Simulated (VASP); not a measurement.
# BAs (F-43m) in VASP: further runs

Runs on BAs. Level: LDA. Tasks: electric field gradients.

Everything below comes from runs of VASP 6.6.1. Logs are shortened: lines on timing, memory, paths and dates and some standing lists are left out, and cuts for length are marked.

## Step 1: The cell of the first run

The structure is cubic, space group F-43m (No. 216). The conventional cell has a = 4.809 Å, b = 4.809 Å, c = 4.809 Å, α = 90.00°, β = 90.00°, γ = 90.00°. Within 2.8 Å of B (site symmetry -43m) lie 4 As at 2.08 Å. Within 2.8 Å of As (site symmetry -43m) lie 4 B at 2.08 Å.

## Step 2: Electric field gradients, LDA (13.90 Å³/atom)

INCAR

```
PREC     = Accurate       # precision mode
ENCUT    = 520            # plane-wave cutoff, eV
EDIFF    = 1E-8           # SCF threshold, eV
ISMEAR   = -1             # smearing method
SIGMA    = 0.05           # smearing width, eV
LREAL    = False          # projectors in reciprocal space
LASPH    = True           # aspherical terms in the spheres
NELM     = 100            # most SCF steps
ALGO     = Normal         # electronic algorithm
ISIF     = 2              # what is computed and relaxed
LWAVE    = False          # write WAVECAR
LCHARG   = False          # write CHGCAR
LEFG     = True         
NBANDS   = 11             # bands
```

KPOINTS

```
regular mesh
0
Gamma
  13 13 13
```

POSCAR

```
BAs
1.0
    0.0000000000      2.4043183418      2.4043183418
    2.4043183418      0.0000000000      2.4043183418
    2.4043183418      2.4043183418      0.0000000000
B As
1 1
Direct
    0.0000000000      0.0000000000      0.0000000000
    0.7500000000      0.7500000000      0.7500000000
```

Potentials or basis: VASP PAW LDA potentials, release 64 (B, As).

Started as:

```
$ cat potpaw_LDA.64/B/POTCAR potpaw_LDA.64/As/POTCAR > POTCAR
$ mpirun -np 1 vasp_std > vasp.out
```

OUTCAR:

```text
PREC = Accurate
   ENCUT = 520
   EDIFF = 1E-8
   ISMEAR = -1
   LREAL = False
   LASPH = True
   NELM = 100
   ISIF = 2

 ion  position               nearest neighbor table
   1  0.000  0.000  0.000-   2 2.08   2 2.08   2 2.08   2 2.08
   2  0.750  0.750  0.750-   1 2.08   1 2.08   1 2.08   1 2.08

  LATTYP: Found a face centered cubic cell.
 ALAT       =     4.8086366836

  Lattice vectors:

 A1 = (   0.0000000000,   2.4043183418,   2.4043183418)
 A2 = (   2.4043183418,   0.0000000000,   2.4043183418)
 A3 = (   2.4043183418,   2.4043183418,   0.0000000000)

Analysis of symmetry for initial positions (statically):
=====================================================================
 Subroutine PRICEL returns:
 Original cell was already a primitive cell.

 Routine SETGRP: Setting up the symmetry group for a
 face centered cubic supercell.

 Subroutine GETGRP returns: Found 24 space group operations
 (whereof 24 operations were pure point group operations)
 out of a pool of 48 trial point group operations.

The static configuration has the point symmetry T_d .

Analysis of symmetry for dynamics (positions and initial velocities):
=====================================================================
 Subroutine PRICEL returns:
 Original cell was already a primitive cell.

 Routine SETGRP: Setting up the symmetry group for a
 face centered cubic supercell.

 Subroutine GETGRP returns: Found 24 space group operations
 (whereof 24 operations were pure point group operations)
 out of a pool of 48 trial point group operations.

The dynamic configuration has the point symmetry T_d .

 Subroutine INISYM returns: Found 24 space group operations
 (whereof 24 operations are pure point group operations),
 and found     1 'primitive' translations

----------------------------------------------------------------------------------------

                                     Primitive cell

  volume of cell :      27.7975

  direct lattice vectors                    reciprocal lattice vectors
     0.000000000  2.404318342  2.404318342    -0.207959151  0.207959151  0.207959151
     2.404318342  0.000000000  2.404318342     0.207959151 -0.207959151  0.207959151
     2.404318342  2.404318342  0.000000000     0.207959151  0.207959151 -0.207959151

  length of vectors
     3.400219607  3.400219607  3.400219607     0.360195815  0.360195815  0.360195815

  position of ions in fractional coordinates (direct lattice)
     0.000000000  0.000000000  0.000000000
     0.750000000  0.750000000  0.750000000

  ion indices of the primitive-cell ions
   primitive index   ion index
                 1           1
                 2           2

----------------------------------------------------------------------------------------

 KPOINTS: regular mesh

Automatic generation of k-mesh.
 Grid dimensions read from file:
 generate k-points for:   13   13   13

 Generating k-lattice:

  Cartesian coordinates                     Fractional coordinates (reciprocal lattice)
    -0.015996858  0.015996858  0.015996858     0.076923077  0.000000000  0.000000000
     0.015996858 -0.015996858  0.015996858     0.000000000  0.076923077  0.000000000
     0.015996858  0.015996858 -0.015996858     0.000000000  0.000000000  0.076923077

  Length of vectors
     0.027707370  0.027707370  0.027707370

  Shift w.r.t. Gamma in fractional coordinates (k-lattice)
     0.000000000  0.000000000  0.000000000

 Subroutine IBZKPT returns following result:
 ===========================================

 Found     84 irreducible k-points:

 Following reciprocal coordinates:
            Coordinates               Weight
  0.000000  0.000000  0.000000      1.000000
  0.076923  0.000000  0.000000      8.000000
  0.153846  0.000000  0.000000      8.000000
  0.230769  0.000000  0.000000      8.000000
  0.307692  0.000000  0.000000      8.000000
  0.384615  0.000000  0.000000      8.000000
[... 16 lines left out ...]
  0.384615  0.153846  0.000000     24.000000
  0.461538  0.153846  0.000000     24.000000
 [... further k-points ...]
   k-points           NKPTS =     84   k-points in BZ     NKDIM =     84   number of bands    NBANDS=     11
   number of dos      NEDOS =    301   number of ions     NIONS =      2
   total plane-waves  NPLWV =  21952
   dimension x,y,z NGX =    28 NGY =   28 NGZ =   28
   dimension x,y,z NGXF=    56 NGYF=   56 NGZF=   56
   ions per type =               1   1
   NGX,Y,Z   is equivalent  to a cutoff of  13.69, 13.69, 13.69 a.u.
   NGXF,Y,Z  is equivalent  to a cutoff of  27.38, 27.38, 27.38 a.u.
 SYSTEM =  unknown system
   PREC   = accura    normal or accurate (medium, high low for compatibility)
   ISTART =      0    job   : 0-new  1-cont  2-samecut
   ICHARG =      2    charge: 1-file 2-atom 10-const
   ISPIN  =      1    spin polarized calculation?
   LNONCOLLINEAR =      F non collinear calculations
   LSORBIT =      F    spin-orbit coupling
   LASPH  =      T    aspherical Exc in radial PAW
   ENCUT  =  520.0 eV  38.22 Ry    6.18 a.u.   6.32  6.32  6.32*2*pi/ulx,y,z
   NELM   =    100;   NELMIN=  2; NELMDL= -5     # of ELM steps
   EDIFF  = 0.1E-07   stopping-criterion for ELM
   LREAL  =      F    real-space projection
   EDIFFG = 0.1E-06   stopping-criterion for IOM
   NSW    =      0    number of steps for IOM
   IBRION =     -1    ionic relax: 0-MD 1-quasi-New 2-CG
   NFREE  =      0    steps in history (QN), initial steepest desc. (CG)
   ISIF   =      2    stress and relaxation
   ISYM   =      2    0-nonsym 1-usesym 2-fastsym
   POTIM  = 0.5000    time-step for ionic-motion
   TEBEG  =    0.0;   TEEND  =   0.0 temperature during run
   PSTRESS=    0.0 pullay stress
   NELECT =       8.0000    total number of electrons
   NUPDOWN=      -1.0000    fix difference up-down
   EMIN   =  10.00;   EMAX   =-10.00  energy-range for DOS
   EFERMI =   0.00;   METHOD = LEGACY
   ISMEAR =    -1;   SIGMA  =   0.05  broadening in eV -4-tet -1-fermi 0-gaus
   EFERMI_NEDOS =   21; number of points for ismear=-14 and -15
   IALGO  =     38    algorithm
   IMIX   =      4    mixing-type and parameters
     AMIX     =   0.40;   BMIX     =  1.00
     AMIX_MAG =   1.60;   BMIX_MAG =  1.00
  volume/ion in A,a.u.               =      13.90        93.79
  Fermi-wavevector in a.u.,A,eV,Ry     =   1.080860  2.042530 15.895126  1.168259
  Thomas-Fermi vector in A             =   2.216862
   LORBIT       =      0    0 simple, 1 ext, 2 COOP (PROOUT), +10 PAW based schemes
   GGA     = CA    functional components
   LHFCALC =     F    Hartree Fock is set to
   AEXX    =    0.0000 exact exchange contribution
   IVDW    =     0    specifies the selected vdW correction
   LEPSILON=     F    determine dielectric tensor
   LRPA    =     F    only Hartree local field effects (RPA)
 non-spin polarized calculation
  energy-cutoff  :      520.00
  volume of cell :       27.80
 maximum number of plane-waves:       763
 NGX is ok and might be reduce to    28
   NGX = 13   NGY = 13   NGZ = 13

 number of electron       8.0000000 magnetization

 Free energy of the ion-electron system (eV)
  ---------------------------------------------------
  ext. energy  EPLUGINS =         0.00000000
  ---------------------------------------------------
  free energy    TOTEN  =       -12.90646628 eV

  energy without entropy =      -12.90646622  energy(sigma->0) =      -12.90646625

 E-fermi :   6.4909     XC(G=0): -10.7018

 val. band max:        5.9351443978   @ k =   0.0000   0.0000   0.0000
 cond. band min:       7.0797349668   @ k =   0.3846   0.3846   0.0000
 fundamental gap:      1.1445905691
 Fermi energy:         6.4908631699

 k-point     1 :       0.0000    0.0000    0.0000
  band No.  band energies     occupation
      1      -9.2637      2.00000
      2       5.9351      1.99997
      3       5.9351      1.99997
      4       5.9351      1.99997
      5       9.1593      0.00000
      6       9.1593      0.00000
      7       9.1593      0.00000
      8      10.3766      0.00000
      9      15.1937      0.00000
     10      18.8861      0.00000
     11      18.8861      0.00000

 k-point     2 :       0.0769    0.0000    0.0000
  band No.  band energies     occupation
      1      -9.1684      2.00000
      2       5.0383      2.00000
      3       5.7504      2.00000
      4       5.7504      2.00000
      5       9.2674      0.00000
      6       9.4019      0.00000
      7       9.4019      0.00000
      8      10.9405      0.00000
      9      15.5807      0.00000
     10      18.0641      0.00000
     11      18.0641      0.00000

 k-point     3 :       0.1538    0.0000    0.0000
  band No.  band energies     occupation
      1      -8.8855      2.00000
      2       3.3246      2.00000
      3       5.3430      2.00000
      4       5.3430      2.00000
      5       9.1514      0.00000
      6       9.9331      0.00000
      7       9.9331      0.00000
      8      12.1604      0.00000
      9      16.4629      0.00000
     10      17.2662      0.00000
     11      17.2662      0.00000

 k-point     4 :       0.2308    0.0000    0.0000
  band No.  band energies     occupation
      1      -8.4252      2.00000
      2       1.5150      2.00000
      3       4.9103      2.00000
      4       4.9103      2.00000
      5       8.9328      0.00000
      6      10.4223      0.00000
      7      10.4223      0.00000
      8      13.3447      0.00000
      9      16.9150      0.00000
     10      17.0500      0.00000
     11      17.0500      0.00000
[... 239 lines left out ...]
 k-point    22 :       0.3077    0.1538    0.0000
  band No.  band energies     occupation
      1      -7.9082      2.00000
      2       0.9835      2.00000
      3       3.6411      2.00000
      4       3.6601      2.00000
      5       8.6381      0.00000
      6      11.0056      0.00000
      7      12.2349      0.00000
      8      12.2891      0.00000
      9      16.5060      0.00000
     10      18.6673      0.00000
     11      19.3946      0.00000

 k-point    23 :       0.3846    0.1538    0.0000
  band No.  band energies     occupation
      1      -7.2682      2.00000
      2      -0.5290      2.00000
      3       3.1527      2.00000
      4       3.4598      2.00000
      5       8.8519      0.00000
      6      11.1483      0.00000
      7      12.3278      0.00000
      8      12.6787      0.00000
      9      17.2433      0.00000
     10      19.0471      0.00000
     11      20.0779      0.00000

 k-point    24 :       0.4615    0.1538    0.0000
  band No.  band energies     occupation
      1      -6.6019      2.00000
      2      -1.7645      2.00000
      3       2.7113      2.00000
      4       3.4396      2.00000
      5       8.9334      0.00000
      6      11.1546      0.00000
      7      12.1327      0.00000
      8      13.6939      0.00000
      9      17.4116      0.00000
     10      19.7084      0.00000
     11      20.7385      0.00000

 [... further k-points ...]
[... 5 lines left out ...]
  --------------------------------------------------------------------------------------
  -------------------------------------------------------------------------------------
  Total       -0.9791121     -0.9791121     -0.9791121     -0.0000000      0.0000000     -0.0000000
  in kB      -56.4335163    -56.4335163    -56.4335163     -0.0000000      0.0000000     -0.0000000
  external PRESSURE =     -56.4335163 kB  Pullay stress =       0.0000000 kB

 VOLUME and BASIS-vectors are now :
 -----------------------------------------------------------------------------
  energy-cutoff  :      520.00
  volume of cell :       27.80
      direct lattice vectors                 reciprocal lattice vectors
     0.000000000  2.404318342  2.404318342    -0.207959151  0.207959151  0.207959151
     2.404318342  0.000000000  2.404318342     0.207959151 -0.207959151  0.207959151
     2.404318342  2.404318342  0.000000000     0.207959151  0.207959151 -0.207959151

 POSITION                                       TOTAL-FORCE (eV/Angst)
 -----------------------------------------------------------------------------------
      0.00000      0.00000      0.00000         0.000000     -0.000000      0.000000
      3.60648      3.60648      3.60648        -0.000000      0.000000     -0.000000
 -----------------------------------------------------------------------------------
    total drift:                                0.000000      0.000000      0.000000

  FREE ENERGIE OF THE ION-ELECTRON SYSTEM (eV)
  ---------------------------------------------------
  free  energy   TOTEN  =       -12.9064662844 eV

  energy  without entropy=      -12.9064662172  energy(sigma->0) =      -12.90646625

 Electric field gradients (V/A^2)
---------------------------------------------------------------------
 ion       V_xx      V_yy      V_zz      V_xy      V_xz      V_yz
---------------------------------------------------------------------
   1       0.000     0.000    -0.000    -0.000    -0.000    -0.000
   2       0.000     0.000     0.000     0.000     0.000     0.000
---------------------------------------------------------------------

 Electric field gradients after diagonalization (V/A^2)
 (convention: |V_zz| > |V_xx| > |V_yy|)
----------------------------------------------------------------------
 ion       V_xx      V_yy      V_zz     asymmetry (V_yy - V_xx)/ V_zz
----------------------------------------------------------------------
   1       0.000     0.000    -0.000       0.000
   2      -0.000    -0.000     0.000       0.000
----------------------------------------------------------------------

           NMR quadrupolar parameters

 Cq : quadrupolar parameter    Cq=e*Q*V_zz/h
 eta: asymmetry parameters     (V_yy - V_xx)/ V_zz
 Q  : nuclear electric quadrupole moment in mb (millibarn)
----------------------------------------------------------------------
 ion       Cq(MHz)       eta       Q (mb)
----------------------------------------------------------------------
   1      -0.000       0.000       1.000
   2       0.000       0.000       1.000
----------------------------------------------------------------------
```

Wall time 26 s (1 thread of Intel Xeon 6975P-C (Granite Rapids), shared host); peak memory 0.15 GiB.

What came out:

```yaml
Free_energy: -12.9065 eV
Pressure: -5.6 GPa
Band_gap_on_the_k_mesh: 1.14 eV (least direct gap 3.22 eV)
Largest_electric_field_gradient_by_atom: zero within the noise of the run
```

Caveat: the cell stands under tension; an odd mesh through Γ misses points on the zone boundary, where band edges can lie.

[end of part 1 of 2]
